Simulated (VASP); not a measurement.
Crystal: Al2Cu.

```
CELL_PARAMETERS angstrom
-3.07137 3.07137 2.37208
3.07137 -3.07137 2.37208
3.07137 3.07137 -2.37208
ATOMIC_POSITIONS crystal
Al 0.34338 0.15662 0.50000
Al 0.15662 0.65662 0.81324
Al 0.84338 0.34338 0.18676
Al 0.65662 0.84338 0.50000
Cu 0.75000 0.75000 0.00000
Cu 0.25000 0.25000 0.00000
```

```yaml
Program: VASP 6.6.1
Task: relaxation of cell and atoms
Functional: PBE
Potentials_or_basis: VASP PAW PBE potentials, release 64 (Al, Cu)
Cutoff: 600 eV
k_mesh: 10 × 10 × 10
Occupations: gaussian, width 0.1 eV
Spin: no spin polarisation
```

At the start: pressure 0.3 GPa; volume 14.92 Å³/atom.

Task: Where does the relaxation end?

Result: Over 11 steps the energy falls by 7.4 meV/atom and the volume is 14.93 Å³/atom (+0.1 %); space group I4/mcm (No. 140, to 0.1 Å) before and after.

The path:
```tsv
step	energy change (eV)	largest force (eV/Å)	pressure (GPa)	volume (Å³)
1	0.0000	0.0155	0.26	89.51
2	-0.0352	0.0809	-0.23	89.80
3	-0.0398	0.1210	-0.43	89.95
4	-0.0398	0.1185	-0.39	89.95
5	-0.0426	0.0722	0.19	89.44
6	-0.0429	0.0555	0.31	89.26
7	-0.0423	0.0214	0.79	88.89
8	-0.0429	0.0497	0.46	89.19
9	-0.0442	0.0001	0.17	89.53
10	-0.0442	0.0145	-0.05	89.64
11	-0.0442	0.0059	0.03	89.58
```

Final structure:
```xyz
6
Lattice="-3.0275 3.0275 2.4433 3.0275 -3.0275 2.4433 3.0275 3.0275 -2.4433" Properties=species:S:1:pos:R:3 pbc="T T T"
Al    0.9615    2.0660    0.0000
Al    3.9890    0.9615    0.0000
Al   -0.9615    2.0660    2.4433
Al    2.0660    0.9615    2.4433
Cu    0.0000    0.0000    3.6649
Cu    0.0000    0.0000    1.2216
```
